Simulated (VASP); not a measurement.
A run of VASP 6.6.1:

File INCAR:

```
ALGO     = Normal         # electronic algorithm
EDIFF    = 1E-6           # SCF threshold, eV
ENCUT    = 520            # plane-wave cutoff, eV
GGA      = PE             # functional
ISIF     = 2              # what is computed and relaxed
ISMEAR   = 0              # smearing method
LASPH    = True           # aspherical terms in the spheres
LCHARG   = False          # write CHGCAR
LREAL    = False          # projectors in reciprocal space
LWAVE    = False          # write WAVECAR
NBANDS   = 37             # bands
NELM     = 100            # most SCF steps
PREC     = Accurate       # precision mode
SIGMA    = 0.1            # smearing width, eV
```

Contents of KPOINTS:

```
k-points
0
Gamma
  10 10 10
```

Contents of POSCAR:

```
B12Ru
1.0
    0.0000000000      3.6915273358      3.6915273358
    3.6915273358      0.0000000000      3.6915273358
    3.6915273358      3.6915273358      0.0000000000
B Ru
12 1
Direct
    0.5000000000      0.5000000000      0.8411088528
    0.1588911472      0.5000000000      0.8411088528
    0.5000000000      0.1588911472      0.8411088528
    0.1588911472      0.8411088528      0.5000000000
    0.5000000000      0.8411088528      0.5000000000
    0.5000000000      0.8411088528      0.1588911472
    0.8411088528      0.1588911472      0.5000000000
    0.8411088528      0.5000000000      0.1588911472
    0.8411088528      0.5000000000      0.5000000000
    0.5000000000      0.5000000000      0.1588911472
    0.5000000000      0.1588911472      0.5000000000
    0.1588911472      0.5000000000      0.5000000000
    0.0000000000      0.0000000000      0.0000000000
```

Potentials or basis: VASP PAW PBE potentials, release 64 (B, Ru_pv).

Run with:

```sh
$ cat potpaw_PBE.64/B/POTCAR potpaw_PBE.64/Ru_pv/POTCAR > POTCAR
$ mpirun -np 1 vasp_std > vasp.out
```

Hardware: 1 thread of Intel(R) Xeon(R) 6975P-C (Granite Rapids), with other jobs on the host.

Question: Estimate the wall time of this run.

Answer: It took 86 s on 1 thread of Intel(R) Xeon(R) 6975P-C (Granite Rapids), with other jobs on the host, peak memory 0.31 GiB. Counts: scf iterations 15, k points 47.
